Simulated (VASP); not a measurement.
Here is a VASP 6.6.1 calculation.

INCAR

```
SYSTEM = Ge
PREC     = Accurate       ! precision mode
ENCUT    = 500            ! plane-wave cutoff, eV
EDIFF    = 1E-6           ! SCF threshold, eV
ISMEAR   = 0              ! smearing method
SIGMA    = 0.1            ! smearing width, eV
LREAL    = .False.        ! projectors in reciprocal space
LASPH    = .True.         ! aspherical terms in the spheres
NELM     = 120            ! most SCF steps
ALGO     = Normal         ! electronic algorithm
ISIF     = 2              ! what is computed and relaxed
LWAVE    = .False.        ! write WAVECAR
LCHARG   = .False.        ! write CHGCAR
GGA      = PE             ! functional
NBANDS   = 21             ! bands
GGA_COMPAT= .False.
```

Contents of KPOINTS:

```
regular mesh
0
Gamma
  6 6 6
  0 0 0
```

Contents of POSCAR:

```
Ge
1.0
    0.0000000000     -2.8287700000     -2.8287700000
    2.8287700000      0.0000000000     -2.8287700000
    2.8287700000     -2.8287700000      0.0000000000
Ge
2
Direct
    0.0000000000      0.0000000000      0.0000000000
    0.7500000000      0.7500000000      0.7500000000
```

Potentials or basis: VASP PAW PBE potentials, release 64 (Ge_d).

Launch:

```console
$ cat potpaw_PBE.64/Ge_d/POTCAR > POTCAR
$ mpirun -np 1 vasp_std > vasp.out
```

Question: Predict the pressure.

Answer: 3.5 GPa.
